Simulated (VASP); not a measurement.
# AlN (P6_3mc) in VASP: vibrations by perturbation theory with PBE

Aim: the vibrations by perturbation theory of AlN with PBE.

Program: VASP 6.6.1. These are calculated values, not measurements. Logs are shortened: lines on timing, memory, paths and dates and some standing lists are left out, and cuts for length are marked.

## Step 1: The cell of the first run

The structure is hexagonal, space group P6_3mc (No. 186). Conventional cell: a = 3.130 Å, b = 3.130 Å, c = 5.018 Å, α = 90.00°, β = 90.00°, γ = 120.00°. Within 2.5 Å of Al (site symmetry 3m) lie 4 N at 1.90 to 1.91 Å. N (site symmetry 3m) has 4 Al at 1.90 to 1.91 Å within 2.5 Å.

## Step 2: Vibrations by perturbation theory, PBE

INCAR

```
SYSTEM = AlN
PREC     = Accurate       ! precision mode
ENCUT    = 520            ! plane-wave cutoff, eV
EDIFF    = 1E-8           ! SCF threshold, eV
ISMEAR   = 0              ! smearing method
SIGMA    = 0.01           ! smearing width, eV
LREAL    = .False.        ! projectors in reciprocal space
LASPH    = .True.         ! aspherical terms in the spheres
NELM     = 80             ! most SCF steps
ALGO     = Normal         ! electronic algorithm
ISIF     = 2              ! what is computed and relaxed
LWAVE    = .False.        ! write WAVECAR
LCHARG   = .False.        ! write CHGCAR
GGA      = PE             ! functional
IBRION   = 8              ! ionic algorithm
NSW      = 1              ! ionic steps
LEPSILON = .True.         ! dielectric tensor by DFPT
```

KPOINTS

```
Automatic mesh
0
Gamma
  6 6 4
  0 0 0
```

POSCAR

```
AlN
1.0
    3.1302036619      0.0000000000      0.0000000000
   -1.5651018309      2.7108358902      0.0000000000
    0.0000000000      0.0000000000      5.0180193525
Al N
2 2
Direct
    0.6666666667      0.3333333333      0.4992349453
    0.3333333333      0.6666666667      0.9992349453
    0.6666666667      0.3333333333      0.8807650547
    0.3333333333      0.6666666667      0.3807650547
```

Potentials or basis: VASP PAW PBE potentials, release 64 (Al, N).

The run is started by

```
cat potpaw_PBE.64/Al/POTCAR potpaw_PBE.64/N/POTCAR > POTCAR
mpirun -np 1 vasp_std > vasp.out
```

OUTCAR:

```text
SYSTEM = AlN
   PREC = Accurate
   ENCUT = 520
   EDIFF = 1E-8
   ISMEAR = 0
   LREAL = .False.
   LASPH = .True.
   NELM = 80
   ISIF = 2
   GGA = PE
   IBRION = 8
   NSW = 1
   LEPSILON = .True.

 ion  position               nearest neighbor table
   1  0.667  0.333  0.499-   4 1.90   4 1.90   4 1.90   3 1.91   2 3.09   2 3.09   2 3.09   2 3.09
                             2 3.09   2 3.09
   2  0.333  0.667  0.999-   3 1.90   3 1.90   3 1.90   4 1.91   1 3.09   1 3.09   1 3.09   1 3.09
                             1 3.09   1 3.09
   3  0.667  0.333  0.881-   2 1.90   2 1.90   2 1.90   1 1.91
   4  0.333  0.667  0.381-   1 1.90   1 1.90   1 1.90   2 1.91

  LATTYP: Found a hexagonal cell.
 ALAT       =     3.1302036619
 C/A-ratio  =     1.6030967613

  Lattice vectors:

 A1 = (   3.1302036619,   0.0000000000,   0.0000000000)
 A2 = (  -1.5651018309,   2.7108358902,   0.0000000000)
 A3 = (   0.0000000000,   0.0000000000,   5.0180193525)

Analysis of symmetry for initial positions (statically):
=====================================================================
 Subroutine PRICEL returns:
 Original cell was already a primitive cell.

 Routine SETGRP: Setting up the symmetry group for a
 hexagonal supercell.

 Subroutine GETGRP returns: Found 12 space group operations
 (whereof  6 operations were pure point group operations)
 out of a pool of 24 trial point group operations.

The static configuration has the point symmetry C_3v.
 The point group associated with its full space group is C_6v.

Analysis of symmetry for dynamics (positions and initial velocities):
=====================================================================
 Subroutine PRICEL returns:
 Original cell was already a primitive cell.

 Routine SETGRP: Setting up the symmetry group for a
 hexagonal supercell.

 Subroutine GETGRP returns: Found 12 space group operations
 (whereof  6 operations were pure point group operations)
 out of a pool of 24 trial point group operations.

The dynamic configuration has the point symmetry C_3v.
 The point group associated with its full space group is C_6v.

 Subroutine INISYM returns: Found 12 space group operations
 (whereof  6 operations are pure point group operations),
 and found     1 'primitive' translations

----------------------------------------------------------------------------------------

                                     Primitive cell

  volume of cell :      42.5802

  direct lattice vectors                    reciprocal lattice vectors
     3.130203662  0.000000000  0.000000000     0.319468031  0.184444954  0.000000000
    -1.565101831  2.710835890  0.000000000     0.000000000  0.368889907  0.000000000
     0.000000000  0.000000000  5.018019352     0.000000000  0.000000000  0.199281814

  length of vectors
     3.130203662  3.130203662  5.018019352     0.368889907  0.368889907  0.199281814

  position of ions in fractional coordinates (direct lattice)
     0.666666667  0.333333333  0.499234945
     0.333333333  0.666666667  0.999234945
     0.666666667  0.333333333  0.880765055
     0.333333333  0.666666667  0.380765055

[... 504 lines left out ...]
     0.00000  0.26938 -0.00000
     0.00000 -0.00000 -0.42092

[... ionic steps 4 to 9 ...]

--------------------------------------- Ionic step       10  -------------------------------------------

------------------------ aborting loop because EDIFF is reached ----------------------------------------

[... ionic steps 11 to 11 ...]

--------------------------------------- Ionic step       12  -------------------------------------------

 Free energy of the ion-electron system (eV)
  ---------------------------------------------------
  ---------------------------------------------------
  free energy    TOTEN  =        -0.25351704 eV

  energy without entropy =       -0.25351704

------------------------ aborting loop because EDIFF is reached ----------------------------------------

 INTERNAL STRAIN TENSOR  FOR ION    3  DIRECTION 3   (eV/Angst):
 -----------------------------------------------------------------------------
     5.02472  0.00000  0.00000
     0.00000  5.02472  0.00000
    -0.00000 -0.00000-11.13005

 MACROSCOPIC STATIC DIELECTRIC TENSOR (including local field effects in DFT)
 ------------------------------------------------------
           4.529045     0.000000     0.000000
           0.000000     4.529045    -0.000000
           0.000000     0.000000     4.701061
 ------------------------------------------------------

 PIEZOELECTRIC TENSOR (including local field effects)  for field in x, y, z        (e  Angst)
          XX          YY          ZZ          XY          YZ          ZX
  --------------------------------------------------------------------------------
  x     0.00000     0.00000     0.00000     0.00000     0.00000     0.90373
  y     0.00000     0.00000     0.00000    -0.00000     0.90373     0.00000
  z     0.71593     0.71593    -1.11867     0.00000     0.00000     0.00000

 PIEZOELECTRIC TENSOR (including local field effects)  for field in x, y, z        (C/m^2)
          XX          YY          ZZ          XY          YZ          ZX
  --------------------------------------------------------------------------------
  x     0.00000     0.00000     0.00000     0.00000     0.00000     0.34005
  y     0.00000     0.00000     0.00000    -0.00000     0.34005     0.00000
  z     0.26938     0.26938    -0.42092     0.00000     0.00000     0.00000

 BORN EFFECTIVE CHARGES (including local field effects) (in |e|, cummulative output)
 ---------------------------------------------------------------------------------
 ion    1
    1     2.52192     0.00000    -0.00000
    2     0.00000     2.52192     0.00000
    3    -0.00000     0.00000     2.67523
 ion    2
    1     2.52192     0.00000     0.00000
    2     0.00000     2.52192    -0.00000
    3     0.00000    -0.00000     2.67523
 ion    3
    1    -2.52192    -0.00000    -0.00000
    2    -0.00000    -2.52192     0.00000
    3     0.00000    -0.00000    -2.67523
 ion    4
    1    -2.52192    -0.00000     0.00000
    2    -0.00000    -2.52192     0.00000
    3     0.00000    -0.00000    -2.67523

 INTERNAL STRAIN TENSOR FOR ION    4 for displacements in x,y,z  (eV/Angst):
          X           Y           Z          XY          YZ          ZX
  --------------------------------------------------------------------------------
  x    -0.00000     0.00000     0.00000    -9.74581     0.00000     4.76396
  y    -9.74581     9.74581     0.00000     0.00000     4.88764     0.00000
  z     5.02472     5.02472   -11.13005     0.00000     0.00000     0.00000

 SECOND DERIVATIVES (NOT SYMMETRIZED)
 ------------------------------------
               1X          1Y          1Z          2X          2Y          2Z          3X          3Y          3Z          4X          4Y          4Z
  1X   -14.914970   -0.000000   -0.000000    0.643190    0.000000    0.000000    1.491052    0.000000    0.000000   12.780729    0.000000    0.000000
  1Y    -0.000000  -14.914970   -0.000000    0.000000    0.643190   -0.000000    0.000000    1.491052    0.000000    0.000000   12.780729    0.000000
  1Z     0.000000    0.000000  -20.228355    0.000000    0.000000    8.242504    0.000000    0.000000    5.919096    0.000000   -0.000000    6.066755
  2X     0.643190    0.000000    0.000000  -14.914970   -0.000000    0.000000   12.780729    0.000000    0.000000    1.491052    0.000000   -0.000000
  2Y     0.000000    0.643190    0.000000   -0.000000  -14.914970    0.000000    0.000000   12.780729    0.000000    0.000000    1.491052   -0.000000
  2Z    -0.000000   -0.000000    8.242504    0.000000    0.000000  -20.228355    0.000000    0.000000    6.066755    0.000000   -0.000000    5.919096
  3X     1.490465    0.000000   -0.000000   12.780846    0.000000    0.000000  -14.975253   -0.000000   -0.000000    0.703942    0.000000    0.000000
  3Y     0.000000    1.490465    0.000000    0.000000   12.780846    0.000000   -0.000000  -14.975253    0.000000    0.000000    0.703942   -0.000000
  3Z    -0.000000   -0.000000    5.880667   -0.000000    0.000000    6.098978    0.000000   -0.000000  -18.867874    0.000000    0.000000    6.888230
  4X    12.780846    0.000000    0.000000    1.490465    0.000000    0.000000    0.703942    0.000000    0.000000  -14.975253   -0.000000    0.000000
  4Y     0.000000   12.780846    0.000000    0.000000    1.490465   -0.000000    0.000000    0.703942   -0.000000   -0.000000  -14.975253    0.000000
  4Z     0.000000    0.000000    6.098978    0.000000    0.000000    5.880667   -0.000000   -0.000000    6.888230    0.000000    0.000000  -18.867874

 Eigenvectors and eigenvalues of the dynamical matrix
 ----------------------------------------------------

   1 f  =   21.204333 THz   133.230755 2PiTHz  707.300423 cm-1    87.694036 meV
             X         Y         Z           dx          dy          dz
      1.565102  0.903612  2.505171    -0.000000    0.000000   -0.008485
     -0.000000  1.807224  5.014180    -0.000000    0.000000    0.008485
      1.565102  0.903612  4.419696     0.000000   -0.000000   -0.707056
     -0.000000  1.807224  1.910686     0.000000   -0.000000    0.707056
[... 71 lines left out ...]
  12 f/i=    0.002189 THz     0.013757 2PiTHz    0.073032 cm-1     0.009055 meV
             X         Y         Z           dx          dy          dz
      1.565102  0.903612  2.505171     0.000000    0.000000   -0.573692
     -0.000000  1.807224  5.014180     0.000000    0.000000   -0.573692
      1.565102  0.903612  4.419696     0.000000    0.000000   -0.413373
     -0.000000  1.807224  1.910686     0.000000    0.000000   -0.413373

--------------------------------------------------------------------------------------------------------

 MACROSCOPIC STATIC DIELECTRIC TENSOR IONIC CONTRIBUTION
 ------------------------------------------------------
           3.787728     0.000000    -0.000000
           0.000000     3.787728     0.000000
          -0.000000     0.000000     5.076380
 ------------------------------------------------------

 ELASTIC MODULI CONTR FROM IONIC RELAXATION (kBar)
 Direction    XX          YY          ZZ          XY          YZ          ZX
 --------------------------------------------------------------------------------
 XX        -619.7882    301.8035    352.1521     -0.0000     -0.0000     -0.0000
 YY         301.8035   -619.7882    352.1521     -0.0000      0.0000      0.0000
 ZZ         352.1521    352.1521   -779.9814      0.0000      0.0000     -0.0000
 XY          -0.0000     -0.0000      0.0000   -460.7959     -0.0000      0.0000
 YZ           0.0000      0.0000      0.0000      0.0000   -113.8327     -0.0000
 ZX           0.0000      0.0000     -0.0000      0.0000     -0.0000   -118.1756
 --------------------------------------------------------------------------------

 PIEZOELECTRIC TENSOR IONIC CONTR  for field in x, y, z        (C/m^2)
          XX          YY          ZZ          XY          YZ          ZX
  --------------------------------------------------------------------------------
  x     0.00000     0.00000    -0.00000    -0.00000    -0.00000    -0.62954
  y    -0.00000     0.00000     0.00000    -0.00000    -0.61787    -0.00000
  z    -0.84535    -0.84535     1.87237    -0.00000    -0.00000     0.00000
```

Wall time 2.2 min (1 thread of Intel Xeon Platinum 8488C (Sapphire Rapids), shared host); peak memory 0.24 GiB.

What came out:

| Quantity | Value |
| --- | --- |
| Electronic dielectric tensor (diagonal) | 4.53, 4.53, 4.70 |
| Born charges (mean of the diagonal) | Al +2.57; N -2.57 e |
| Highest phonon frequency at Γ, LO-TO splitting left out | 707 cm⁻¹ |

Phonon frequencies in cm⁻¹ (negative: imaginary):
```
              q point                                frequencies
(0.000, 0.000, 0.000)  0 0 0 237 237 536 595 636 636 649 649 707
```

Electronic dielectric tensor:
```
4.53 0.00 0.00
0.00 4.53 0.00
0.00 0.00 4.70
```

Born effective charge tensors (e):
atom 1, Al
```
2.52 0.00 0.00
0.00 2.52 0.00
0.00 0.00 2.68
```
atom 2, Al
```
2.52 0.00 0.00
0.00 2.52 0.00
0.00 0.00 2.68
```
atom 3, N
```
-2.52  0.00  0.00
 0.00 -2.52  0.00
 0.00  0.00 -2.68
```
atom 4, N
```
-2.52  0.00  0.00
 0.00 -2.52  0.00
 0.00  0.00 -2.68
```

Caveat: the k points lie up to 0.39 Å⁻¹ apart.
